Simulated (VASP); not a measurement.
# BP (I-4m2) in VASP: notebook, part 2 of 2

VASP 6.6.1.

## 3. Single point, r2SCAN (strain -0.040 along x and y, -0.080 along z)

The input, POSCAR:

```
BP
1.0
    0.0000000000      2.1782400000      2.0874800000
    2.1782400000      0.0000000000      2.0874800000
    2.1782400000      2.1782400000      0.0000000000
B P
1 1
Direct
    0.0000000000      0.0000000000      0.0000000000
    0.7500000000      0.7500000000      0.7500000000
```

The input, INCAR.step1:

```
SYSTEM = BP
PREC     = Accurate       ! precision mode
ENCUT    = 520            ! plane-wave cutoff, eV
ISMEAR   = 0              ! smearing method
SIGMA    = 0.05           ! smearing width, eV
LREAL    = .False.        ! projectors in reciprocal space
LASPH    = .True.         ! aspherical terms in the spheres
NELM     = 100            ! most SCF steps
NBANDS   = 11             ! bands
GGA      = PE             ! functional
ALGO     = Normal         ! electronic algorithm
EDIFF    = 1E-4           ! SCF threshold, eV
LWAVE    = .True.         ! write WAVECAR
LCHARG   = .False.        ! write CHGCAR
```

The input, INCAR.step2:

```
SYSTEM = BP
PREC     = Accurate       ! precision mode
ENCUT    = 520            ! plane-wave cutoff, eV
EDIFF    = 1E-7           ! SCF threshold, eV
ISMEAR   = 0              ! smearing method
SIGMA    = 0.05           ! smearing width, eV
LREAL    = .False.        ! projectors in reciprocal space
LASPH    = .True.         ! aspherical terms in the spheres
NELM     = 100            ! most SCF steps
ALGO     = Normal         ! electronic algorithm
ISIF     = 2              ! what is computed and relaxed
LWAVE    = .False.        ! write WAVECAR
LCHARG   = .False.        ! write CHGCAR
METAGGA  = R2SCAN         ! meta-GGA
LMIXTAU  = .True.       
NBANDS   = 11             ! bands
ISTART   = 1
```

The input, KPOINTS:

```
Automatic mesh
0
Gamma
  10 10 10
  0 0 0
```

Potentials or basis: VASP PAW PBE potentials, release 64 (B, P).

The run is started by

```console
$ cat potpaw_PBE.64/B/POTCAR potpaw_PBE.64/P/POTCAR > POTCAR
$ cp INCAR.step1 INCAR
$ mpirun -np 1 vasp_std > vasp.out
$ cp INCAR.step2 INCAR
$ mpirun -np 1 vasp_std > vasp.out
```

OUTCAR:

```text
SYSTEM = BP
   PREC = Accurate
   ENCUT = 520
   EDIFF = 1E-7
   ISMEAR = 0
   LREAL = .False.
   LASPH = .True.
   NELM = 100
   ISIF = 2
   METAGGA = R2SCAN
   ISTART = 1

 ion  position               nearest neighbor table
   1  0.000  0.000  0.000-   2 1.86   2 1.86   2 1.86   2 1.86
   2  0.750  0.750  0.750-   1 1.86   1 1.86   1 1.86   1 1.86

  LATTYP: Found a body centered tetragonal cell.
 ALAT       =     3.0804965501
 C/A-ratio  =     1.3552879973

  Lattice vectors:

 A1 = (   0.0000000000,  -2.1782400000,  -2.0874800000)
 A2 = (   0.0000000000,   2.1782400000,  -2.0874800000)
 A3 = (   2.1782400000,   0.0000000000,   2.0874800000)

Analysis of symmetry for initial positions (statically):
=====================================================================
 Subroutine PRICEL returns:
 Original cell was already a primitive cell.

 Routine SETGRP: Setting up the symmetry group for a
 body centered tetragonal supercell.

 Subroutine GETGRP returns: Found  8 space group operations
 (whereof  8 operations were pure point group operations)
 out of a pool of 16 trial point group operations.

The static configuration has the point symmetry D_2d.

[... 174 lines left out ...]
      5      13.2717      0.00000
      6      13.5228      0.00000
      7      13.5228      0.00000
      8      20.2020      0.00000
      9      21.9581      0.00000
     10      23.1782      0.00000
     11      23.3272      0.00000
[... 309 lines left out ...]
 k-point    24 :       0.4000    0.3000    0.0000
  band No.  band energies     occupation
      1      -4.6463      2.00000
      2       2.7741      2.00000
      3       4.5188      2.00000
      4       4.8888      2.00000
      5      10.9916      0.00000
      6      13.0635      0.00000
      7      20.6193      0.00000
      8      20.9773      0.00000
      9      26.3557      0.00000
     10      27.0830      0.00000
     11      30.6553      0.00000

 [... further k-points ...]

------------------------ aborting loop because EDIFF is reached ----------------------------------------

  FORCE on cell =-STRESS in cart. coord.  units (eV):
  Direction    XX          YY          ZZ          XY          YZ          ZX
  --------------------------------------------------------------------------------------
  -------------------------------------------------------------------------------------
  Total        4.0158921      4.0158921      5.6263288      0.0000000      0.0000000      0.0000000
  in kB      324.8095907    324.8095907    455.0634079      0.0000000      0.0000000      0.0000000
  external PRESSURE =     368.2275298 kB  Pullay stress =       0.0000000 kB

 VOLUME and BASIS-vectors are now :
 -----------------------------------------------------------------------------
  energy-cutoff  :      520.00
  volume of cell :       19.81
      direct lattice vectors                 reciprocal lattice vectors
     0.000000000  2.178240000  2.087480000    -0.229543117  0.229543117  0.239523253
     2.178240000  0.000000000  2.087480000     0.229543117 -0.229543117  0.239523253
     2.178240000  2.178240000  0.000000000     0.229543117  0.229543117 -0.239523253

 POSITION                                       TOTAL-FORCE (eV/Angst)
 -----------------------------------------------------------------------------------
      0.00000      0.00000      0.00000        -0.000000     -0.000000      0.000000
      3.26736      3.26736      3.13122         0.000000      0.000000     -0.000000
 -----------------------------------------------------------------------------------
    total drift:                               -0.000000     -0.000000      0.000000

  FREE ENERGIE OF THE ION-ELECTRON SYSTEM (eV)
  ---------------------------------------------------
  free  energy   TOTEN  =       -16.9341793012 eV

  energy  without entropy=      -16.9341793012  energy(sigma->0) =      -16.93417930
```

OSZICAR.step1:

```text
N       E                     dE             d eps       ncg     rms          rms(c)
DAV:   1     0.940919506106E+01    0.94092E+01   -0.41974E+03  2252   0.669E+02
DAV:   2    -0.130906291580E+02   -0.22500E+02   -0.21449E+02  2935   0.115E+02
DAV:   3    -0.136312380699E+02   -0.54061E+00   -0.53926E+00  2806   0.153E+01
DAV:   4    -0.136329837428E+02   -0.17457E-02   -0.17456E-02  2616   0.102E+00
DAV:   5    -0.136329905279E+02   -0.67851E-05   -0.67850E-05  2772   0.624E-02    0.912E+00
DAV:   6    -0.126860900265E+02    0.94690E+00   -0.18684E+00  2592   0.651E+00    0.489E+00
DAV:   7    -0.125348560574E+02    0.15123E+00   -0.43061E-01  2856   0.332E+00    0.155E+00
DAV:   8    -0.125256687964E+02    0.91873E-02   -0.32317E-02  2662   0.110E+00    0.241E-01
DAV:   9    -0.125259713068E+02   -0.30251E-03   -0.66437E-04  2648   0.188E-01    0.167E-01
DAV:  10    -0.125261361921E+02   -0.16489E-03   -0.20220E-04  2590   0.918E-02    0.317E-02
DAV:  11    -0.125261454911E+02   -0.92989E-05   -0.99698E-06  1293   0.216E-02
   1 F= -.12526145E+02 E0= -.12526145E+02  d E =-.104536E-08
```

Wall time 2 min (1 thread of Intel Xeon 8259CL, shared host); peak memory 0.15 GiB.

Results:

```
Free energy            : -16.9342 eV
Pressure               : 36.8 GPa
Band gap on the k mesh : 0.51 eV (least direct gap 3.51 eV)
```

Stress tensor (GPa, compression positive):
```
32.48  0.00  0.00
 0.00 32.48  0.00
 0.00  0.00 45.51
```

Caveat: the cell differs from its parent crystal (strain -0.040 along x and y, -0.080 along z); the stress differs along the axes, from 32 to 46 GPa; semilocal functionals underestimate gaps, and a narrow one can read as zero; the PAW data sets were made with another functional, which shifts forces and pressure a little. A k mesh can miss the band edges.
